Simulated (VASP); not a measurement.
Crystal: Ta4O.

```xyz
5
Lattice="3.2575 0.0000 0.0000 0.0000 3.2575 0.0000 0.0000 0.0000 7.4093" Properties=species:S:1:pos:R:3 pbc="T T T"
Ta    0.0000    0.0000    0.0000
Ta    1.6287    1.6287    1.6067
Ta    1.6287    1.6287    5.8027
Ta    0.0000    0.0000    3.7047
O     1.6287    1.6287    3.7047
```

| Property | Result |
| --- | --- |
| Program | VASP 6.6.1 |
| Task | relaxation of cell and atoms |
| Functional | PBEsol |
| Potentials or basis | VASP PAW PBE potentials, release 64 (Ta_pv, O) |
| Cutoff | 600 eV |
| k mesh | 8 × 8 × 4 |
| Occupations | fermi-dirac, width 0.05 eV |
| Spin | no spin polarisation |

At the start: pressure -7.8 GPa; volume 15.72 Å³/atom.

Question: Where does the relaxation end?

Answer: Over 11 steps the energy falls by 14.1 meV/atom and the volume is 15.16 Å³/atom (-3.6 %); space group P4/mmm (No. 123, to 0.05 Å).

The path:
```csv
step,energy change (eV),largest force (eV/Å),pressure (GPa),volume (Å³)
1,0.0000,0.0116,-7.80,78.62
2,0.2935,0.3930,21.85,70.22
3,-0.0687,0.1004,-0.27,75.97
4,-0.0687,0.1024,-0.06,75.90
5,-0.0687,0.1042,0.12,75.84
6,-0.0702,0.0521,0.18,75.75
7,-0.0703,0.0263,0.17,75.77
8,-0.0703,0.0137,-0.30,75.91
9,-0.0703,0.0203,-0.09,75.84
10,-0.0703,0.0200,-0.06,75.83
11,-0.0704,0.0016,0.01,75.81
```

Final structure:
```
CELL_PARAMETERS angstrom
3.21284 0.00000 0.00000
0.00000 3.21284 0.00000
0.00000 0.00000 7.34469
ATOMIC_POSITIONS crystal
Ta 0.00000 0.00000 0.00000
Ta 0.50000 0.50000 0.21651
Ta 0.50000 0.50000 0.78349
Ta 0.00000 0.00000 0.50000
O 0.50000 0.50000 0.50000
```

Caveat: the PAW data sets were made with another functional, which shifts forces and pressure a little.
